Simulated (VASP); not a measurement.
# Al (P6/mmm) in VASP: notebook

Runs on Al. Level: PBE. Tasks: single point.

Everything below comes from runs of VASP 6.6.1. Logs are shortened: lines on timing, memory, paths and dates and some standing lists are left out, and cuts for length are marked.

## Step 1: The cell of the first run

The structure is hexagonal, space group P6/mmm (No. 191). Conventional cell: a = 3.413 Å, b = 3.413 Å, c = 2.047 Å, α = 90.00°, β = 90.00°, γ = 120.00°. Within 2.7 Å of Al (site symmetry 6/mmm) lie 14 Al at 2.05 to 2.22 Å. Within 2.6 Å of Al (site symmetry -6m2) lie 11 Al at 1.97 to 2.22 Å.

## Step 2: Single point, PBE (volume scaled by 0.4)

Input file INCAR:

```
SYSTEM = Al
PREC = Accurate
ENCUT = 520
EDIFF = 1E-6
ISMEAR = -1
SIGMA = 0.08
LREAL = .False.
LASPH = .True.
NELM = 100
ALGO = Normal
ISIF = 2
LWAVE = .False.
LCHARG = .True.
GGA = PE
LELF = .True.
LVHAR = .True.
NBANDS = 12
```

Input file KPOINTS:

```
Automatic mesh
0
Gamma
  8 8 11
  0 0 0
```

Input file POSCAR:

```
Al
1.0
    3.4126964289      0.0000000000      0.0000000000
   -1.7063482144      2.9554818028      0.0000000000
    0.0000000000      0.0000000000      2.0471153166
Al
3
Direct
    0.0000000000      0.0000000000      0.0000000000
    0.3333333333      0.6666666667      0.5000000000
    0.6666666667      0.3333333333      0.5000000000
```

Potentials or basis: VASP PAW PBE potentials, release 64 (Al).

On the command line:

```console
$ cat potpaw_PBE.64/Al/POTCAR > POTCAR
$ mpirun -np 1 vasp_std > vasp.out
```

OUTCAR:

```text
SYSTEM = Al
   PREC = Accurate
   ENCUT = 520
   EDIFF = 1E-6
   ISMEAR = -1
   LREAL = .False.
   LASPH = .True.
   NELM = 100
   ISIF = 2
   GGA = PE

 ion  position               nearest neighbor table
   1  0.000  0.000  0.000-   2 2.22   3 2.22   2 2.22   3 2.22   2 2.22   2 2.22   3 2.22   3 2.22
                             3 2.22   3 2.22   2 2.22   2 2.22
   2  0.333  0.667  0.500-   3 1.97   3 1.97   3 1.97   1 2.22   1 2.22   1 2.22   1 2.22   1 2.22
                             1 2.22   3 2.84   3 2.84   3 2.84   3 2.84   3 2.84   3 2.84
   3  0.667  0.333  0.500-   2 1.97   2 1.97   2 1.97   1 2.22   1 2.22   1 2.22   1 2.22   1 2.22
                             1 2.22   2 2.84   2 2.84   2 2.84   2 2.84   2 2.84   2 2.84

  LATTYP: Found a hexagonal cell.
 ALAT       =     3.4126964289
 C/A-ratio  =     0.5998527438

  Lattice vectors:

 A1 = (   3.4126964289,   0.0000000000,   0.0000000000)
 A2 = (  -1.7063482144,   2.9554818028,   0.0000000000)
 A3 = (   0.0000000000,   0.0000000000,   2.0471153166)

Analysis of symmetry for initial positions (statically):
=====================================================================
 Subroutine PRICEL returns:
 Original cell was already a primitive cell.

 Routine SETGRP: Setting up the symmetry group for a
 hexagonal supercell.

 Subroutine GETGRP returns: Found 24 space group operations
 (whereof 24 operations were pure point group operations)
 out of a pool of 24 trial point group operations.

The static configuration has the point symmetry D_6h.

Analysis of symmetry for dynamics (positions and initial velocities):
=====================================================================
 Subroutine PRICEL returns:
 Original cell was already a primitive cell.

 Routine SETGRP: Setting up the symmetry group for a
 hexagonal supercell.

 Subroutine GETGRP returns: Found 24 space group operations
 (whereof 24 operations were pure point group operations)
 out of a pool of 24 trial point group operations.

The dynamic configuration has the point symmetry D_6h.

 Subroutine INISYM returns: Found 24 space group operations
 (whereof 24 operations are pure point group operations),
 and found     1 'primitive' translations

----------------------------------------------------------------------------------------

                                     Primitive cell

  volume of cell :      20.6475

  direct lattice vectors                    reciprocal lattice vectors
     3.412696429  0.000000000  0.000000000     0.293023426  0.169177154  0.000000000
    -1.706348214  2.955481803  0.000000000     0.000000000  0.338354308  0.000000000
     0.000000000  0.000000000  2.047115317     0.000000000  0.000000000  0.488492266

  length of vectors
     3.412696429  3.412696429  2.047115317     0.338354308  0.338354308  0.488492266

  position of ions in fractional coordinates (direct lattice)
     0.000000000  0.000000000  0.000000000
     0.333333333  0.666666667  0.500000000
     0.666666667  0.333333333  0.500000000

  ion indices of the primitive-cell ions
   primitive index   ion index
                 1           1
                 2           2
                 3           3

----------------------------------------------------------------------------------------

 KPOINTS: Automatic mesh

Automatic generation of k-mesh.
 Grid dimensions read from file:
 generate k-points for:    8    8   11

 Generating k-lattice:

  Cartesian coordinates                     Fractional coordinates (reciprocal lattice)
     0.036627928  0.021147144  0.000000000     0.125000000 -0.000000000  0.000000000
     0.000000000  0.042294288  0.000000000     0.000000000  0.125000000  0.000000000
     0.000000000  0.000000000  0.044408388     0.000000000  0.000000000  0.090909091

  Length of vectors
     0.042294288  0.042294288  0.044408388

  Shift w.r.t. Gamma in fractional coordinates (k-lattice)
     0.000000000  0.000000000  0.000000000

 Subroutine IBZKPT returns following result:
 ===========================================

 Found     60 irreducible k-points:

 Following reciprocal coordinates:
            Coordinates               Weight
  0.000000  0.000000  0.000000      1.000000
  0.125000  0.000000  0.000000      6.000000
  0.250000  0.000000  0.000000      6.000000
  0.375000  0.000000  0.000000      6.000000
  0.500000  0.000000  0.000000      3.000000
  0.125000  0.125000  0.000000      6.000000
[... 16 lines left out ...]
  0.250000  0.000000  0.181818     12.000000
  0.375000  0.000000  0.181818     12.000000
 [... further k-points ...]
   k-points           NKPTS =     60   k-points in BZ     NKDIM =     60   number of bands    NBANDS=     12
   number of dos      NEDOS =    301   number of ions     NIONS =      3
   total plane-waves  NPLWV =  12544
   dimension x,y,z NGX =    28 NGY =   28 NGZ =   16
   dimension x,y,z NGXF=    56 NGYF=   56 NGZF=   32
   ions per type =               3
   NGX,Y,Z   is equivalent  to a cutoff of  13.64, 13.64, 12.99 a.u.
   NGXF,Y,Z  is equivalent  to a cutoff of  27.28, 27.28, 25.99 a.u.
 SYSTEM =  Al
   PREC   = accura    normal or accurate (medium, high low for compatibility)
   ISTART =      0    job   : 0-new  1-cont  2-samecut
   ICHARG =      2    charge: 1-file 2-atom 10-const
   ISPIN  =      1    spin polarized calculation?
   LNONCOLLINEAR =      F non collinear calculations
   LSORBIT =      F    spin-orbit coupling
   LASPH  =      T    aspherical Exc in radial PAW
   ENCUT  =  520.0 eV  38.22 Ry    6.18 a.u.   6.35  6.35  3.81*2*pi/ulx,y,z
   NELM   =    100;   NELMIN=  2; NELMDL= -5     # of ELM steps
   EDIFF  = 0.1E-05   stopping-criterion for ELM
   LREAL  =      F    real-space projection
   EDIFFG = 0.1E-04   stopping-criterion for IOM
   NSW    =      0    number of steps for IOM
   IBRION =     -1    ionic relax: 0-MD 1-quasi-New 2-CG
   NFREE  =      0    steps in history (QN), initial steepest desc. (CG)
   ISIF   =      2    stress and relaxation
   ISYM   =      2    0-nonsym 1-usesym 2-fastsym
   POTIM  = 0.5000    time-step for ionic-motion
   TEBEG  =    0.0;   TEEND  =   0.0 temperature during run
   PSTRESS=    0.0 pullay stress
   NELECT =       9.0000    total number of electrons
   NUPDOWN=      -1.0000    fix difference up-down
   EMIN   =  10.00;   EMAX   =-10.00  energy-range for DOS
   EFERMI =   0.00;   METHOD = LEGACY
   ISMEAR =    -1;   SIGMA  =   0.08  broadening in eV -4-tet -1-fermi 0-gaus
   EFERMI_NEDOS =   21; number of points for ismear=-14 and -15
   IALGO  =     38    algorithm
   IMIX   =      4    mixing-type and parameters
     AMIX     =   0.40;   BMIX     =  1.00
     AMIX_MAG =   1.60;   BMIX_MAG =  1.00
  volume/ion in A,a.u.               =       6.88        46.45
  Fermi-wavevector in a.u.,A,eV,Ry     =   1.241270  2.345660 20.963192  1.540751
  Thomas-Fermi vector in A             =   2.375675
   LORBIT       =      0    0 simple, 1 ext, 2 COOP (PROOUT), +10 PAW based schemes
   GGA     = PE    functional components
   LHFCALC =     F    Hartree Fock is set to
   AEXX    =    0.0000 exact exchange contribution
   IVDW    =     0    specifies the selected vdW correction
   LEPSILON=     F    determine dielectric tensor
   LRPA    =     F    only Hartree local field effects (RPA)
 non-spin polarized calculation
  energy-cutoff  :      520.00
  volume of cell :       20.65
 maximum number of plane-waves:       571
 NGX is ok and might be reduce to    28
   NGX = 13   NGY = 13   NGZ =  7

 number of electron       9.0000000 magnetization

 Free energy of the ion-electron system (eV)
  ---------------------------------------------------
  ext. energy  EPLUGINS =         0.00000000
  ---------------------------------------------------
  free energy    TOTEN  =         7.25297520 eV

  energy without entropy =        7.27200102  energy(sigma->0) =        7.26248811

 E-fermi :  20.7608     XC(G=0): -13.8916

 val. band max:       20.7561382382   @ k =   0.2500   0.0000   0.0909
 cond. band min:      20.8146038309   @ k =   0.2500   0.1250   0.0000
 fundamental gap:      0.0584655927
 Fermi energy:        20.7607750971

 k-point     1 :       0.0000    0.0000    0.0000
  band No.  band energies     occupation
      1       2.6127      2.00000
      2      16.3065      2.00000
      3      16.3065      2.00000
      4      16.3572      2.00000
      5      16.3572      2.00000
      6      21.0416      0.05802
      7      22.4381      0.00000
      8      35.7272      0.00000
      9      35.8506      0.00000
     10      41.8769      0.00000
     11      41.8769      0.00000
     12      43.3571      0.00000

 k-point     2 :       0.1250    0.0000    0.0000
  band No.  band energies     occupation
      1       2.8757      2.00000
      2      14.0146      2.00000
      3      14.9084      2.00000
      4      16.8500      2.00000
      5      18.1975      2.00000
      6      22.2669      0.00000
      7      23.6511      0.00000
      8      35.6693      0.00000
      9      35.9732      0.00000
     10      39.0608      0.00000
     11      41.2847      0.00000
     12      42.3407      0.00000

 k-point     3 :       0.2500    0.0000    0.0000
  band No.  band energies     occupation
      1       3.6572      2.00000
      2      11.3263      2.00000
      3      13.9080      2.00000
      4      16.2155      2.00000
      5      20.5252      1.89998
      6      24.5170      0.00000
      7      26.5894      0.00000
      8      34.6487      0.00000
      9      34.8832      0.00000
     10      36.3442      0.00000
     11      39.8257      0.00000
     12      40.5515      0.00000

 k-point     4 :       0.3750    0.0000    0.0000
  band No.  band energies     occupation
      1       4.9353      2.00000
      2       8.8291      2.00000
      3      13.3147      2.00000
      4      15.6404      2.00000
      5      23.3323      0.00000
      6      27.0162      0.00000
      7      29.9560      0.00000
      8      30.4290      0.00000
      9      32.6706      0.00000
     10      36.9728      0.00000
     11      39.0630      0.00000
     12      39.5172      0.00000

 k-point     5 :       0.5000    0.0000    0.0000
  band No.  band energies     occupation
      1       6.6743      2.00000
      2       6.6759      2.00000
      3      13.1181      2.00000
      4      15.4293      2.00000
      5      26.4620      0.00000
      6      26.8133      0.00000
      7      29.2534      0.00000
      8      30.3658      0.00000
      9      31.9080      0.00000
     10      37.8693      0.00000
     11      37.8780      0.00000
     12      38.5525      0.00000
[... 228 lines left out ...]
      1       3.7638      2.00000
      2      17.2061      2.00000
      3      17.2061      2.00000
      4      17.2510      2.00000
      5      17.2510      2.00000
      6      20.0402      1.99975
      7      23.3766      0.00000
      8      29.5283      0.00000
      9      36.0490      0.00000
     10      36.0490      0.00000
     11      36.2997      0.00000
     12      36.2997      0.00000

 k-point    22 :       0.1250    0.0000    0.1818
  band No.  band energies     occupation
      1       4.0211      2.00000
      2      14.9246      2.00000
      3      15.7947      2.00000
      4      17.7087      2.00000
      5      19.1049      2.00000
      6      21.0905      0.03190
      7      24.4964      0.00000
      8      30.0226      0.00000
      9      34.0789      0.00000
     10      34.6298      0.00000
     11      37.0101      0.00000
     12      37.6545      0.00000

 k-point    23 :       0.2500    0.0000    0.1818
  band No.  band energies     occupation
      1       4.7860      2.00000
      2      12.2933      2.00000
      3      14.7859      2.00000
      4      17.1133      2.00000
      5      21.4418      0.00040
      6      22.7877      0.00000
      7      26.9220      0.00000
      8      30.8923      0.00000
      9      32.4426      0.00000
     10      33.4823      0.00000
     11      35.3892      0.00000
     12      36.5861      0.00000

 k-point    24 :       0.3750    0.0000    0.1818
  band No.  band energies     occupation
      1       6.0374      2.00000
      2       9.8504      2.00000
      3      14.1870      2.00000
      4      16.5909      2.00000
      5      24.2519      0.00000
      6      24.5116      0.00000
      7      28.4374      0.00000
      8      29.8923      0.00000
      9      31.3022      0.00000
     10      32.8446      0.00000
     11      34.8014      0.00000
     12      35.7097      0.00000

 [... further k-points ...]
[... 5 lines left out ...]
  --------------------------------------------------------------------------------------
  -------------------------------------------------------------------------------------
  Total       52.2204827     52.2204827     52.2197776      0.0000000     -0.0000000      0.0000000
  in kB     4052.1284967   4052.1284967   4052.0737867      0.0000001     -0.0000000      0.0000000
  external PRESSURE =    4052.1102600 kB  Pullay stress =       0.0000000 kB

 VOLUME and BASIS-vectors are now :
 -----------------------------------------------------------------------------
  energy-cutoff  :      520.00
  volume of cell :       20.65
      direct lattice vectors                 reciprocal lattice vectors
     3.412696429  0.000000000  0.000000000     0.293023426  0.169177154  0.000000000
    -1.706348214  2.955481803  0.000000000     0.000000000  0.338354308  0.000000000
     0.000000000  0.000000000  2.047115317     0.000000000  0.000000000  0.488492266

 POSITION                                       TOTAL-FORCE (eV/Angst)
 -----------------------------------------------------------------------------------
      0.00000      0.00000      0.00000         0.000000     -0.000000      0.000000
     -0.00000      1.97032      1.02356         0.000000     -0.000000      0.000000
      1.70635      0.98516      1.02356        -0.000000      0.000000     -0.000000
 -----------------------------------------------------------------------------------
    total drift:                                0.000000     -0.000000      0.000000

  FREE ENERGIE OF THE ION-ELECTRON SYSTEM (eV)
  ---------------------------------------------------
  free  energy   TOTEN  =         7.2529752021 eV

  energy  without entropy=        7.2720010200  energy(sigma->0) =        7.26248811
```

It took 24 s on 1 thread of Intel Xeon 6975P-C, shared host; peak memory 0.13 GiB.

What came out:

```yaml
Free_energy: 7.2530 eV
Pressure: 405.2 GPa
```

Levels at points of the mesh, in eV from the Fermi level:
| k point | band 2 | band 3 | band 4 | band 5 | band 6 | band 7 |
| --- | --- | --- | --- | --- | --- | --- |
| (0.00, 0.00, 0.00) | -4.45 | -4.45 | -4.40 | -4.40 | 0.28 | 1.68 |
| (0.50, 0.00, 0.00) | -14.08 | -7.64 | -5.33 | 5.70 | 6.05 | 8.49 |

## Step 3: Single point, PBE (volume scaled by 0.55)

Input file INCAR:

```
SYSTEM = Al
PREC     = Accurate       ! precision mode
ENCUT    = 520            ! plane-wave cutoff, eV
EDIFF    = 1E-6           ! SCF threshold, eV
ISMEAR   = -1             ! smearing method
SIGMA    = 0.08           ! smearing width, eV
LREAL    = .FALSE.        ! projectors in reciprocal space
LASPH    = .TRUE.         ! aspherical terms in the spheres
NELM     = 80             ! most SCF steps
ALGO     = Normal         ! electronic algorithm
ISIF     = 2              ! what is computed and relaxed
LWAVE    = .FALSE.        ! write WAVECAR
LCHARG   = .FALSE.        ! write CHGCAR
GGA      = PE             ! functional
NBANDS   = 12             ! bands
```

Input file KPOINTS:

```
Automatic mesh
0
G
  8 8 11
  0 0 0
```

Input file POSCAR:

```
Al
1.0
    3.7899120555      0.0000000000      0.0000000000
   -1.8949560278      3.2821601182      0.0000000000
    0.0000000000      0.0000000000      2.2823490156
Al
3
Direct
    0.0000000000      0.0000000000      0.0000000000
    0.3333333333      0.6666666667      0.5000000000
    0.6666666667      0.3333333333      0.5000000000
```

Potentials or basis: VASP PAW PBE potentials, release 64 (Al).

On the command line:

```console
$ cat potpaw_PBE.64/Al/POTCAR > POTCAR
$ mpirun -np 1 vasp_std > vasp.out
```

It took 26 s on 1 thread of Intel Xeon 6975P-C, shared host; peak memory 0.14 GiB.

Results (log left out):

```yaml
Free_energy: -4.7369 eV
Pressure: 141.6 GPa
```

Levels at points of the mesh, in eV from the Fermi level:
```tsv
k point	band 1	band 2	band 3	band 4	band 5	band 6	band 7	band 8	band 9
(0.00, 0.00, 0.00)	-15.55	-3.77	-3.77	-3.71	-3.71	-0.33	0.18	11.22	11.46
(0.50, 0.00, 0.00)	-12.21	-12.19	-6.65	-4.84	5.11	5.38	7.08	7.59	9.93
```

(Continued in part 2 of 2.)
